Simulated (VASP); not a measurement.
# SrO (F-43m) in VASP: settings compared

The runs below take SrO through dielectric tensor, vibrations by perturbation theory, with r2SCAN, PBEsol, PBE.

Program: VASP 6.6.1. These are calculated values, not measurements. Logs are shortened: lines on timing, memory, paths and dates and some standing lists are left out, and cuts for length are marked.

### Step 1. The cell of the first run

It takes space group F-43m (No. 216, cubic). The conventional cell has a = 5.585 Å, b = 5.585 Å, c = 5.585 Å, α = 90.00°, β = 90.00°, γ = 90.00°. Within 3.2 Å of Sr (site symmetry -43m) lie 4 O at 2.42 Å. Within 3.2 Å of O (site symmetry -43m) lie 4 Sr at 2.42 Å.

### Step 2. Dielectric tensor, r2SCAN

Contents of INCAR:

```
ALGO = Normal
EDIFF = 1E-8
ENCUT = 520
ISIF = 2
ISMEAR = 0
LASPH = True
LCALCEPS = True
LCHARG = False
LMIXTAU = True
LREAL = False
LWAVE = False
METAGGA = R2SCAN
NELM = 60
PREC = Accurate
SIGMA = 0.01
```

Contents of KPOINTS:

```
k-points
0
Gamma
  6 6 6
```

Contents of POSCAR:

```
SrO
1.0
    0.0000000000      2.7922805133      2.7922805133
    2.7922805133      0.0000000000      2.7922805133
    2.7922805133      2.7922805133      0.0000000000
Sr O
1 1
Direct
    0.0000000000      0.0000000000      0.0000000000
    0.2500000000      0.2500000000      0.2500000000
```

Potentials or basis: VASP PAW PBE potentials, release 64 (Sr_sv, O).

Started as:

```sh
$ cat potpaw_PBE.64/Sr_sv/POTCAR potpaw_PBE.64/O/POTCAR > POTCAR
$ mpirun -np 1 vasp_std > vasp.out
```

OUTCAR:

```text
EDIFF = 1E-8
   ENCUT = 520
   ISIF = 2
   ISMEAR = 0
   LASPH = True
   LREAL = False
   METAGGA = R2SCAN
   NELM = 60
   PREC = Accurate

 ion  position               nearest neighbor table
   1  0.000  0.000  0.000-   2 2.42   2 2.42   2 2.42   2 2.42
   2  0.250  0.250  0.250-   1 2.42   1 2.42   1 2.42   1 2.42

  LATTYP: Found a face centered cubic cell.
 ALAT       =     5.5845610266

  Lattice vectors:

 A1 = (   0.0000000000,   2.7922805133,   2.7922805133)
 A2 = (   2.7922805133,   0.0000000000,   2.7922805133)
 A3 = (   2.7922805133,   2.7922805133,   0.0000000000)

Analysis of symmetry for initial positions (statically):
=====================================================================
 Subroutine PRICEL returns:
 Original cell was already a primitive cell.

 Routine SETGRP: Setting up the symmetry group for a
 face centered cubic supercell.

 Subroutine GETGRP returns: Found 24 space group operations
 (whereof 24 operations were pure point group operations)
 out of a pool of 48 trial point group operations.

The static configuration has the point symmetry T_d .

Analysis of symmetry for dynamics (positions and initial velocities):
=====================================================================
 Subroutine PRICEL returns:
 Original cell was already a primitive cell.

 Routine SETGRP: Setting up the symmetry group for a
 face centered cubic supercell.

 Subroutine GETGRP returns: Found 24 space group operations
 (whereof 24 operations were pure point group operations)
 out of a pool of 48 trial point group operations.

The dynamic configuration has the point symmetry T_d .

 Subroutine INISYM returns: Found 24 space group operations
 (whereof 24 operations are pure point group operations),
 and found     1 'primitive' translations

----------------------------------------------------------------------------------------

                                     Primitive cell

  volume of cell :      43.5419

  direct lattice vectors                    reciprocal lattice vectors
     0.000000000  2.792280513  2.792280513    -0.179065104  0.179065104  0.179065104
     2.792280513  0.000000000  2.792280513     0.179065104 -0.179065104  0.179065104
     2.792280513  2.792280513  0.000000000     0.179065104  0.179065104 -0.179065104

  length of vectors
     3.948880972  3.948880972  3.948880972     0.310149858  0.310149858  0.310149858

  position of ions in fractional coordinates (direct lattice)
     0.000000000  0.000000000  0.000000000
     0.250000000  0.250000000  0.250000000

  ion indices of the primitive-cell ions
   primitive index   ion index
                 1           1
                 2           2

----------------------------------------------------------------------------------------

 KPOINTS: k-points

Automatic generation of k-mesh.
 Grid dimensions read from file:
 generate k-points for:    6    6    6

 Generating k-lattice:

  Cartesian coordinates                     Fractional coordinates (reciprocal lattice)
    -0.029844184  0.029844184  0.029844184     0.166666667  0.000000000  0.000000000
     0.029844184 -0.029844184  0.029844184     0.000000000  0.166666667  0.000000000
     0.029844184  0.029844184 -0.029844184     0.000000000  0.000000000  0.166666667

  Length of vectors
     0.051691643  0.051691643  0.051691643

  Shift w.r.t. Gamma in fractional coordinates (k-lattice)
     0.000000000  0.000000000  0.000000000

 Subroutine IBZKPT returns following result:
 ===========================================

 Found     16 irreducible k-points:

 Following reciprocal coordinates:
            Coordinates               Weight
  0.000000  0.000000  0.000000      1.000000
  0.166667  0.000000  0.000000      8.000000
  0.333333  0.000000  0.000000      8.000000
  0.500000  0.000000  0.000000      4.000000
  0.166667  0.166667  0.000000      6.000000
  0.333333  0.166667  0.000000     24.000000
[... 8 lines left out ...]
 -0.333333  0.333333  0.166667     24.000000
 -0.333333  0.500000  0.166667     12.000000
   k-points           NKPTS =     16   k-points in BZ     NKDIM =     16   number of bands    NBANDS=     12
   number of dos      NEDOS =    301   number of ions     NIONS =      2
   total plane-waves  NPLWV =  27000
   dimension x,y,z NGX =    30 NGY =   30 NGZ =   30
   dimension x,y,z NGXF=    60 NGYF=   60 NGZF=   60
   ions per type =               1   1
   NGX,Y,Z   is equivalent  to a cutoff of  12.63, 12.63, 12.63 a.u.
   NGXF,Y,Z  is equivalent  to a cutoff of  25.26, 25.26, 25.26 a.u.
 SYSTEM =  unknown system
   PREC   = accura    normal or accurate (medium, high low for compatibility)
   ISTART =      0    job   : 0-new  1-cont  2-samecut
   ICHARG =      2    charge: 1-file 2-atom 10-const
   ISPIN  =      1    spin polarized calculation?
   LNONCOLLINEAR =      F non collinear calculations
   LSORBIT =      F    spin-orbit coupling
   LASPH  =      T    aspherical Exc in radial PAW
   ENCUT  =  520.0 eV  38.22 Ry    6.18 a.u.   7.34  7.34  7.34*2*pi/ulx,y,z
   NELM   =     60;   NELMIN=  2; NELMDL= -5     # of ELM steps
   EDIFF  = 0.1E-07   stopping-criterion for ELM
   LREAL  =      F    real-space projection
   EDIFFG = 0.1E-06   stopping-criterion for IOM
   NSW    =      0    number of steps for IOM
   IBRION =     -1    ionic relax: 0-MD 1-quasi-New 2-CG
   NFREE  =      0    steps in history (QN), initial steepest desc. (CG)
   ISIF   =      2    stress and relaxation
   ISYM   =      2    0-nonsym 1-usesym 2-fastsym
   POTIM  = 0.5000    time-step for ionic-motion
   TEBEG  =    0.0;   TEEND  =   0.0 temperature during run
   PSTRESS=    0.0 pullay stress
   NELECT =      16.0000    total number of electrons
   NUPDOWN=      -1.0000    fix difference up-down
   EMIN   =  10.00;   EMAX   =-10.00  energy-range for DOS
   EFERMI =   0.00;   METHOD = LEGACY
   ISMEAR =     0;   SIGMA  =   0.01  broadening in eV -4-tet -1-fermi 0-gaus
   EFERMI_NEDOS =   21; number of points for ismear=-14 and -15
   IALGO  =     38    algorithm
   IMIX   =      4    mixing-type and parameters
     AMIX     =   0.40;   BMIX     =  1.00
     AMIX_MAG =   1.60;   BMIX_MAG =  1.00
  volume/ion in A,a.u.               =      21.77       146.92
  Fermi-wavevector in a.u.,A,eV,Ry     =   1.172589  2.215872 18.707531  1.374965
  Thomas-Fermi vector in A             =   2.309015
   LORBIT       =      0    0 simple, 1 ext, 2 COOP (PROOUT), +10 PAW based schemes
   METAGGA = R2SCAN    functional components
   LHFCALC =     F    Hartree Fock is set to
   AEXX    =    0.0000 exact exchange contribution
   IVDW    =     0    specifies the selected vdW correction
   LEPSILON=     F    determine dielectric tensor
   LRPA    =     F    only Hartree local field effects (RPA)
   LRPA       =     F
 non-spin polarized calculation
 Gauss-broadening in eV      SIGMA  =   0.01
  energy-cutoff  :      520.00
  volume of cell :       43.54
 maximum number of plane-waves:      1211
 NGX is ok and might be reduce to    30
   NGX = 15   NGY = 15   NGZ = 15

 number of electron      16.0000001 magnetization

 Free energy of the ion-electron system (eV)
  ---------------------------------------------------
  ext. energy  EPLUGINS =         0.00000000
  ---------------------------------------------------
  free energy    TOTEN  =       -26.63190315 eV

  energy without entropy =      -26.63190315  energy(sigma->0) =      -26.63190315

 E-fermi :   0.0790     XC(G=0):  -9.1299

 val. band max:       -0.0292021821   @ k =   0.5000   0.1667  -0.3333
 cond. band min:   10000.0000000000   @ k =   0.0000   0.0000   0.0000
 fundamental gap:  10000.0292021821
 Fermi energy:         0.0789871963

 k-point     1 :       0.0000    0.0000    0.0000
  band No.  band energies     occupation
      1     -33.3182      2.00000
      2     -15.7612      2.00000
      3     -14.5839      2.00000
      4     -14.5832      2.00000
      5     -14.5825      2.00000
      6      -0.8739      2.00000
      7      -0.8737      2.00000
      8      -0.8735      2.00000
      9   10000.0000      0.00000
     10   10000.0000      0.00000
     11   10000.0000      0.00000
     12   10000.0000      0.00000
[... 331 lines left out ...]
 k-point    24 :       0.0000    0.3333    0.1667
  band No.  band energies     occupation
      1     -33.2712      2.00000
      2     -16.6683      2.00000
      3     -14.7179      2.00000
      4     -14.6912      2.00000
      5     -13.7554      2.00000
      6      -1.1598      2.00000
      7      -0.5277      2.00000
      8      -0.4988      2.00000
      9   10000.0000      0.00000
     10   10000.0000      0.00000
     11   10000.0000      0.00000
     12   10000.0000      0.00000

 [... further k-points ...]

------------------------ aborting loop because EDIFF is reached ----------------------------------------

            Ionic dipole moment: p[ion]=(     8.37684     8.37684     8.37684 ) |e| Angst

 Total electronic dipole moment: p[elc]=(     0.01732     0.01732     0.02248 ) |e| Angst

 MACROSCOPIC STATIC DIELECTRIC TENSOR (including local field effects)
 ------------------------------------------------------
           3.144437     0.000000    -0.000000
           0.000000     3.144437    -0.000000
           0.000000     0.000000     3.144437
 ------------------------------------------------------

 PIEZOELECTRIC TENSOR (including local field effects) (e Angst)
          XX          YY          ZZ          XY          YZ          ZX
  --------------------------------------------------------------------------------
  x     0.00000    -0.00000    -0.00000     0.00000    -1.04959    -0.00000
  y     0.00000     0.00000     0.00000    -0.00000     0.00000    -1.04959
  z     0.00000     0.00000    -0.00000    -1.04959    -0.00000    -0.00000

 PIEZOELECTRIC TENSOR (including local field effects) (C/m^2)
          XX          YY          ZZ          XY          YZ          ZX
  --------------------------------------------------------------------------------
  x     0.00000    -0.00000    -0.00000     0.00000    -0.38621    -0.00000
  y     0.00000     0.00000     0.00000    -0.00000     0.00000    -0.38621
  z     0.00000     0.00000    -0.00000    -0.38621    -0.00000    -0.00000

 BORN EFFECTIVE CHARGES (including local field effects) (in |e|, cummulative output)
 ---------------------------------------------------------------------------------
 ion    1
    1     2.13245     0.00000     0.00000
    2     0.00000     2.13245     0.00000
    3    -0.00000     0.00000     2.13245
 ion    2
    1    -2.13245     0.00000     0.00000
    2     0.00000    -2.13245    -0.00000
    3     0.00000    -0.00000    -2.13245

  FORCE on cell =-STRESS in cart. coord.  units (eV):
  Direction    XX          YY          ZZ          XY          YZ          ZX
  --------------------------------------------------------------------------------------
  -------------------------------------------------------------------------------------
  Total        0.1249214      0.1249214      0.1249214     -0.0000000     -0.0000000     -0.0000000
  in kB        4.5966370      4.5966370      4.5966370     -0.0000000     -0.0000000     -0.0000000
  external PRESSURE =       4.5966370 kB  Pullay stress =       0.0000000 kB

 VOLUME and BASIS-vectors are now :
 -----------------------------------------------------------------------------
  energy-cutoff  :      520.00
  volume of cell :       43.54
      direct lattice vectors                 reciprocal lattice vectors
     0.000000000  2.792280513  2.792280513    -0.179065104  0.179065104  0.179065104
     2.792280513  0.000000000  2.792280513     0.179065104 -0.179065104  0.179065104
     2.792280513  2.792280513  0.000000000     0.179065104  0.179065104 -0.179065104

 POSITION                                       TOTAL-FORCE (eV/Angst)
 -----------------------------------------------------------------------------------
      0.00000      0.00000      0.00000         0.000000      0.000000      0.000000
      1.39614      1.39614      1.39614        -0.000000     -0.000000     -0.000000
 -----------------------------------------------------------------------------------
    total drift:                                0.000000      0.000000      0.000000

  FREE ENERGIE OF THE ION-ELECTRON SYSTEM (eV)
  ---------------------------------------------------
  free  energy   TOTEN  =       -26.6319031532 eV

  energy  without entropy=      -26.6319031532  energy(sigma->0) =      -26.63190315
```

Run time: 16 min. Hardware: 1 thread of Intel Xeon 6975P-C (Granite Rapids), shared host; peak memory 0.31 GiB.

What came out:

| Quantity | Value |
| --- | --- |
| Band gap on the k mesh | 2.91 eV (least direct gap 3.75 eV) |
| Electronic dielectric tensor (diagonal) | 3.14 |
| Born charges (mean of the diagonal) | Sr +2.13; O -2.13 e |

Electronic dielectric tensor:
```
3.14 0.00 0.00
0.00 3.14 0.00
0.00 0.00 3.14
```

Born effective charge tensors (e):
atom 1, Sr
```
2.13 0.00 0.00
0.00 2.13 0.00
0.00 0.00 2.13
```
atom 2, O
```
-2.13  0.00  0.00
 0.00 -2.13  0.00
 0.00  0.00 -2.13
```

Dipole moments of the cell (e·Å, modulo the quantum): ionic 8.377, 8.377, 8.377; electronic 0.017, 0.017, 0.022

Caveat: the PAW data sets were made with another functional, which shifts forces and pressure a little.

(Part 1 of 2 ends here.)
